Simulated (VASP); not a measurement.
Write the native input for VASP 6.6.1 that does the following.

- Task: single point
- Functional: PBEsol
- Potentials or basis: VASP PAW PBE potentials, release 64 (Cs_sv, I, Sb, S)
- Cutoff: 520 eV
- k mesh: 4 × 4 × 5
- Occupations: fermi-dirac, width 0.05 eV
- Spin: no spin polarisation
- Dipole correction: no
- Further INCAR settings: ALGO = Normal; EDIFF = 1e-06; NBANDS = 25

The structure of CsSbSI2 lies in POSCAR:

```
CsSbSI2
1.0
    6.3217010000      0.0000000000      0.0000000000
    0.0000000000      6.3217010000      0.0000000000
    0.0000000000      0.0000000000      5.0850440000
Cs I Sb S
1 2 1 1
Direct
    0.0000000000      0.0000000000      0.0000000000
    0.5000000000      0.0000000000      0.5000000000
    0.0000000000      0.5000000000      0.5000000000
    0.5000000000      0.5000000000      0.5000000000
    0.5000000000      0.5000000000      0.0000000000
```

The input as run:

INCAR

```
SYSTEM = CsSbSI2
PREC = Accurate ; ENCUT = 520
EDIFF = 1E-6 ; ISMEAR = -1
SIGMA = 0.05 ; LREAL = .FALSE.
LASPH = .TRUE. ; NELM = 100
ALGO = Normal ; ISIF = 2
LWAVE = .FALSE. ; LCHARG = .FALSE.
GGA = PS ; NBANDS = 25
```

KPOINTS

```
Automatic mesh
0
G
  4 4 5
  0 0 0
```

Potentials or basis: VASP PAW PBE potentials, release 64 (Cs_sv, I, Sb, S).

Run with:

```console
$ cat potpaw_PBE.64/Cs_sv/POTCAR potpaw_PBE.64/I/POTCAR potpaw_PBE.64/Sb/POTCAR potpaw_PBE.64/S/POTCAR > POTCAR
$ mpirun -np 1 vasp_std > vasp.out
```

Results of the run:

```json
{
 "Pressure": "-1.1 GPa",
 "Band gap on the k mesh": "zero (filled and empty bands touch)"
}
```

Caveat: the PAW data sets were made with another functional, which shifts forces and pressure a little; spin-orbit coupling is left out, which moves the levels of the heavy elements.

It used 280 s of CPU time on 1 thread of AMD EPYC 7R13 Processor (Zen 3) (shared host).
